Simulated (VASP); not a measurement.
Runs of VASP 6.6.1 on SrO. The structure is that of space group P-6m2 (No. 187), or close to it. The cells are those of the table. 

```tsv
task	cell	cutoff (eV)	gap on the mesh (eV)	pressure (GPa)
single point	a = 3.527, b = 3.527, c = 3.193 Å, angles 90.0, 90.0, 120.0°, 2 atoms	520	2.69	-2.6
relaxation of shape and atoms at fixed volume	relaxed from a = 3.526, b = 3.526, c = 3.196 Å, angles 90.0, 90.0, 120.0°, 2 atoms	600	2.69	-2.6
single point	a = 3.453, b = 3.453, c = 3.140 Å, angles 90.0, 90.0, 120.0°, 2 atoms	520	2.83	2.6
single point	a = 3.478, b = 3.478, c = 3.158 Å, angles 89.7, 90.6, 120.0°, 2 atoms	520	2.79	0.7
single point	a = 3.427, b = 3.427, c = 3.122 Å, angles 90.0, 90.0, 120.0°, 2 atoms	520	2.86	(a)
relaxation of cell and atoms	relaxed from a = 3.413, b = 3.413, c = 3.331 Å, angles 90.0, 90.0, 120.0°, 2 atoms	600	(b)	0.0
single point	a = 3.503, b = 3.503, c = 3.176 Å, angles 90.0, 90.0, 120.0°, 2 atoms	520	2.74	-1.0
single point	a = 3.478, b = 3.478, c = 3.158 Å, angles 90.0, 90.0, 120.0°, 2 atoms	520	2.79	0.7
```

Alike in all rows: level PBEsol; potentials or basis VASP PAW PBE potentials, release 64 (Sr_sv, O); no spin polarisation; k mesh 10 × 10 × 10; smearing gaussian 0.05 eV.

Problem. Fill in the values left out.

Solution. (a) 4.8; (b) 2.77.

Caveats: the PAW data sets were made with another functional, which shifts forces and pressure a little.

A k mesh can miss the band edges, and the runs leave out spin-orbit coupling on Sr.
